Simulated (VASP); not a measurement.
# MgI2 (P-3m1) in VASP: a series of runs, part 2 of 2

VASP 6.6.1. Earlier steps stand in the parts before.

## (3) Single point, PBE

INCAR reads:

```
SYSTEM = MgI2
  PREC = Accurate
  ENCUT = 520
  EDIFF = 1E-7
  ISMEAR = 0
  SIGMA = 0.05
  LREAL = .False.
  LASPH = .True.
  NELM = 80
  ALGO = Normal
  ISIF = 2
  LWAVE = .False.
  LCHARG = .False.
  GGA = PE
  NBANDS = 15
```

KPOINTS reads:

```
regular mesh
0
Gamma
  6 6 4
  0 0 0
```

POSCAR reads:

```
MgI2
1.0
    4.2516112781      0.0000000000      0.0000000000
   -2.1258056391      3.6820033739      0.0000000000
    0.0000000000      0.0000000000      7.8941785324
Mg I
1 2
Direct
    0.0000000000      0.0000000000      0.0000000000
    0.3333333333      0.6666666667      0.7781860196
    0.6666666667      0.3333333333      0.2218139804
```

Potentials or basis: VASP PAW PBE potentials, release 64 (Mg, I).

Run with:

```console
$ cat potpaw_PBE.64/Mg/POTCAR potpaw_PBE.64/I/POTCAR > POTCAR
$ mpirun -np 1 vasp_std > vasp.out
```

It took 22 s on 1 thread of AMD EPYC 9R45 (Zen 5), shared host; peak memory 0.22 GiB.

Results (log left out):

| Property | Result |
| --- | --- |
| Free energy | -7.6944 eV |
| Pressure | -1.4 GPa |
| Largest force | 0.411 eV/Å |
| Band gap on the k mesh | 3.43 eV, indirect (the least direct gap lies 0.7 meV higher) |

Forces on the atoms (eV/Å):
```
Mg   0.000  0.000  0.000
I    0.000  0.000  0.411
I    0.000  0.000 -0.411
```

Stress tensor (GPa, compression positive):
```
-1.22  0.00  0.00
 0.00 -1.22  0.00
 0.00  0.00 -1.85
```

Levels at points of the mesh, in eV from the valence-band top:
```csv
k point,band 6,band 7,band 8,band 9,band 10,band 11
"(0.00, 0.00, 0.00)",-0.23,0.00,0.00,3.43,4.88,6.67
"(0.50, 0.00, 0.00)",-1.02,-0.68,-0.39,3.52,5.31,5.70
"(0.00, 0.00, 0.50)",-0.21,-0.02,-0.02,4.11,4.83,6.62
"(0.50, 0.00, 0.50)",-0.98,-0.67,-0.44,3.43,5.28,5.73
```

Caveat: spin-orbit coupling is left out, which moves the levels of the heavy elements; this functional lacks dispersion, which binds the layers, so the pressure and a relaxed spacing across them are unreliable. A k mesh can miss the band edges.

## (4) Single point, PBE

This run uses another cell than the first one, of 36.72 Å³/atom, 0.891 times its volume.

INCAR reads:

```
PREC = Accurate ; ENCUT = 520
EDIFF = 1E-6 ; ISMEAR = 0
SIGMA = 0.05 ; LREAL = False
LASPH = True ; NELM = 100
ALGO = Normal ; ISIF = 2
LWAVE = False ; LCHARG = False
GGA = PE ; NBANDS = 15
```

KPOINTS reads:

```
Automatic mesh
0
Gamma
  6 6 4
```

POSCAR reads:

```
MgI2
1.0
    4.0918639477      0.0000000000      0.0000000000
   -2.0459319739      3.5436581276      0.0000000000
    0.0000000000      0.0000000000      7.5975677033
Mg I
1 2
Direct
    0.0000000000      0.0000000000      0.0000000000
    0.3333333333      0.6666666667      0.7897071656
    0.6666666667      0.3333333333      0.2102928344
```

Run with:

```console
$ cat potpaw_PBE.64/Mg/POTCAR potpaw_PBE.64/I/POTCAR > POTCAR
$ mpirun -np 1 vasp_std > vasp.out
```

Run time: 14 s. Hardware: 1 thread of Intel Xeon 6975P-C (Granite Rapids), shared host; peak memory 0.23 GiB.

The run converged. Its results:

```yaml
Free_energy: -7.6424 eV
Pressure: 2.9 GPa
Largest_force: 0.625 eV/Å
Band_gap_on_the_k_mesh: 3.73 eV, indirect (least direct gap 4.09 eV)
```

Forces on the atoms (eV/Å):
```
Mg   0.000  0.000  0.000
I    0.000  0.000 -0.625
I    0.000  0.000  0.625
```

Levels at points of the mesh, in eV from the valence-band top:
| k point | band 6 | band 7 | band 8 | band 9 | band 10 | band 11 |
| --- | --- | --- | --- | --- | --- | --- |
| (0.00, 0.00, 0.00) | -0.28 | 0.00 | 0.00 | 4.09 | 4.94 | 6.76 |
| (0.50, 0.00, 0.00) | -1.36 | -0.73 | -0.45 | 3.75 | 5.52 | 5.75 |
| (0.00, 0.00, 0.50) | -0.35 | -0.02 | -0.02 | 4.79 | 4.97 | 6.71 |
| (0.50, 0.00, 0.50) | -1.30 | -0.71 | -0.50 | 3.73 | 5.51 | 5.63 |

Caveat: spin-orbit coupling is left out, which moves the levels of the heavy elements; this functional lacks dispersion, which binds the layers, so the pressure and a relaxed spacing across them are unreliable. A hybrid or GW would open this gap; PBE tends to underestimate it.

## (5) Single point, PBE

This run uses another cell than the first one, of 36.72 Å³/atom, 0.891 times its volume.

INCAR, as its differences from that of step 4:

```diff
@@ -3,3 +3,3 @@
 SIGMA = 0.05 ; LREAL = False
-LASPH = True ; NELM = 100
+LASPH = True ; NELM = 80
 ALGO = Normal ; ISIF = 2
```

KPOINTS reads:

```
regular mesh
0
Gamma
  6 6 4
```

POSCAR reads:

```
MgI2
1.0
    4.0918639477      0.0000000000      0.0000000000
   -2.0459319739      3.5436581276      0.0000000000
    0.0000000000      0.0000000000      7.5975677033
Mg I
1 2
Direct
    0.0000000000      0.0000000000      0.0000000000
    0.3333333333      0.6666666667      0.8050686935
    0.6666666667      0.3333333333      0.1949313065
```

Run with:

```console
$ cat potpaw_PBE.64/Mg/POTCAR potpaw_PBE.64/I/POTCAR > POTCAR
$ mpirun -np 1 vasp_std > vasp.out
```

Wall time 14 s (1 thread of Intel Xeon 6975P-C (Granite Rapids), shared host); peak memory 0.23 GiB.

The run converged. Its results:

| Quantity | Value |
| --- | --- |
| Free energy | -7.4070 eV |
| Pressure | 5.3 GPa |
| Largest force | 1.416 eV/Å |
| Band gap on the k mesh | 3.77 eV, indirect (least direct gap 4.21 eV) |

Forces in eV/Å, atoms in the order of the input:
```
Mg   0.000  0.000  0.000
I    0.000  0.000 -1.416
I    0.000  0.000  1.416
```

Stress tensor (GPa, compression positive):
```
4.91 0.00 0.00
0.00 4.91 0.00
0.00 0.00 6.10
```

Levels at points of the mesh, in eV from the valence-band top:
| k point | band 6 | band 7 | band 8 | band 9 | band 10 | band 11 |
| --- | --- | --- | --- | --- | --- | --- |
| (0.00, 0.00, 0.00) | -0.09 | -0.06 | -0.06 | 4.32 | 4.88 | 6.64 |
| (0.50, 0.00, 0.00) | -1.39 | -0.58 | -0.44 | 3.77 | 5.68 | 6.06 |
| (0.00, 0.00, 0.50) | -0.56 | -0.07 | -0.07 | 4.88 | 4.91 | 6.60 |
| (0.50, 0.00, 0.50) | -1.20 | -0.57 | -0.47 | 3.83 | 5.71 | 5.87 |

Caveat: spin-orbit coupling is left out, which moves the levels of the heavy elements; this functional lacks dispersion, which binds the layers, so the pressure and a relaxed spacing across them are unreliable; forces of over 1 eV/Å act on the atoms, so gaps and moduli don't describe the material at rest. A hybrid or GW would open this gap; PBE tends to underestimate it.

## (6) Single point, PBE

This run uses another cell than the first one, of 36.72 Å³/atom, 0.891 times its volume.

INCAR reads:

```
SYSTEM = MgI2
PREC = Accurate ; ENCUT = 520
EDIFF = 1E-6 ; ISMEAR = 0
SIGMA = 0.05 ; LREAL = .FALSE.
LASPH = .TRUE. ; NELM = 100
ALGO = Normal ; ISIF = 2
LWAVE = .FALSE. ; LCHARG = .FALSE.
GGA = PE ; NBANDS = 15
```

KPOINTS reads:

```
regular mesh
0
G
  6 6 4
  0 0 0
```

POSCAR reads:

```
MgI2
1.0
    4.0918639477      0.0000000000      0.0000000000
   -2.0459319739      3.5436581276      0.0000000000
    0.0000000000      0.0000000000      7.5975677033
Mg I
1 2
Direct
    0.0000000000      0.0000000000      0.0000000000
    0.3333333333      0.6666666667      0.7820264016
    0.6666666667      0.3333333333      0.2179735984
```

Potentials or basis: VASP PAW PBE potentials, release 64 (Mg, I).

Run with:

```console
$ cat potpaw_PBE.64/Mg/POTCAR potpaw_PBE.64/I/POTCAR > POTCAR
$ mpirun -np 1 vasp_std > vasp.out
```

OUTCAR:

```text
SYSTEM = MgI2
   PREC = Accurate
   ENCUT = 520
   EDIFF = 1E-6
   ISMEAR = 0
   LREAL = .FALSE.
   LASPH = .TRUE.
   NELM = 100
   ISIF = 2
   GGA = PE

 ion  position               nearest neighbor table
   1  0.000  0.000  0.000-   2 2.89   3 2.89   3 2.89   2 2.89   3 2.89   2 2.89
   2  0.333  0.667  0.782-   1 2.89   1 2.89   1 2.89
   3  0.667  0.333  0.218-   1 2.89   1 2.89   1 2.89

  LATTYP: Found a hexagonal cell.
 ALAT       =     4.0918639477
 C/A-ratio  =     1.8567498334

  Lattice vectors:

 A1 = (   4.0918639477,   0.0000000000,   0.0000000000)
 A2 = (  -2.0459319739,   3.5436581276,   0.0000000000)
 A3 = (   0.0000000000,   0.0000000000,   7.5975677033)

Analysis of symmetry for initial positions (statically):
[... 33 lines left out ...]
                                     Primitive cell

  volume of cell :     110.1660

  direct lattice vectors                    reciprocal lattice vectors
     4.091863948  0.000000000  0.000000000     0.244387402  0.141097132  0.000000000
    -2.045931974  3.543658128  0.000000000     0.000000000  0.282194265  0.000000000
     0.000000000  0.000000000  7.597567703     0.000000000  0.000000000  0.131621071

  length of vectors
     4.091863948  4.091863948  7.597567703     0.282194265  0.282194265  0.131621071

[... 145 lines left out ...]
      8       1.6664      2.00000
      9       5.5846      0.00000
     10       6.6134      0.00000
     11       8.4568      0.00000
     12       8.4568      0.00000
     13       8.5233      0.00000
     14       9.8086      0.00000
[... 401 lines left out ...]
      2      -9.5086      2.00000
      3      -1.6265      2.00000
      4      -1.0179      2.00000
      5      -1.0179      2.00000
      6      -0.4795      2.00000
      7       0.9191      2.00000
      8       0.9191      2.00000
      9       6.3958      0.00000
     10       7.6265      0.00000
     11       7.6265      0.00000
     12       9.1275      0.00000
     13      10.1440      0.00000
     14      10.3211      0.00000
     15      10.4966      0.00000

------------------------ aborting loop because EDIFF is reached ----------------------------------------

  FORCE on cell =-STRESS in cart. coord.  units (eV):
  Direction    XX          YY          ZZ          XY          YZ          ZX
  --------------------------------------------------------------------------------------
  -------------------------------------------------------------------------------------
  Total        1.4544952      1.4544952      0.9972004     -0.0000000      0.0000000     -0.0000000
  in kB       21.1531613     21.1531613     14.5025864     -0.0000000      0.0000000     -0.0000000
  external PRESSURE =      18.9363030 kB  Pullay stress =       0.0000000 kB

 VOLUME and BASIS-vectors are now :
 -----------------------------------------------------------------------------
  energy-cutoff  :      520.00
  volume of cell :      110.17
      direct lattice vectors                 reciprocal lattice vectors
     4.091863948  0.000000000  0.000000000     0.244387402  0.141097132  0.000000000
    -2.045931974  3.543658128  0.000000000     0.000000000  0.282194265  0.000000000
     0.000000000  0.000000000  7.597567703     0.000000000  0.000000000  0.131621071

 POSITION                                       TOTAL-FORCE (eV/Angst)
 -----------------------------------------------------------------------------------
      0.00000      0.00000      0.00000        -0.000000      0.000000      0.000000
     -0.00000      2.36244      5.94150        -0.000000      0.000000     -0.281334
      2.04593      1.18122      1.65607         0.000000     -0.000000      0.281334
 -----------------------------------------------------------------------------------
    total drift:                               -0.000000      0.000000     -0.000000

  FREE ENERGIE OF THE ION-ELECTRON SYSTEM (eV)
  ---------------------------------------------------
  free  energy   TOTEN  =        -7.6949362187 eV

  energy  without entropy=       -7.6949362187  energy(sigma->0) =       -7.69493622
```

stdout:

```text
POSCAR found type information on POSCAR MgI
 POSCAR found :  2 types and       3 ions
 scaLAPACK will be used
 LDA part: xc-table for (Slater+PW92), standard interpolation
 POSCAR, INCAR and KPOINTS ok, starting setup
 FFT: planning ... GRIDC
 FFT: planning ... GRID_SOFT
 FFT: planning ... GRID
 WAVECAR not read
 entering main loop
```

Wall time 14 s (1 thread of Intel Xeon 6975P-C (Granite Rapids), shared host); peak memory 0.23 GiB.

Results:

| Quantity | Value |
| --- | --- |
| Free energy | -7.6949 eV |
| Pressure | 1.9 GPa |
| Largest force | 0.281 eV/Å |
| Band gap on the k mesh | 3.63 eV, indirect (least direct gap 3.92 eV) |

Forces in eV/Å, atoms in the order of the input:
```
Mg   0.000  0.000  0.000
I    0.000  0.000 -0.281
I    0.000  0.000  0.281
```

Stress tensor (GPa, compression positive):
```
2.12 0.00 0.00
0.00 2.12 0.00
0.00 0.00 1.45
```

Caveat: spin-orbit coupling is left out, which moves the levels of the heavy elements; this functional lacks dispersion, which binds the layers, so the pressure and a relaxed spacing across them are unreliable.
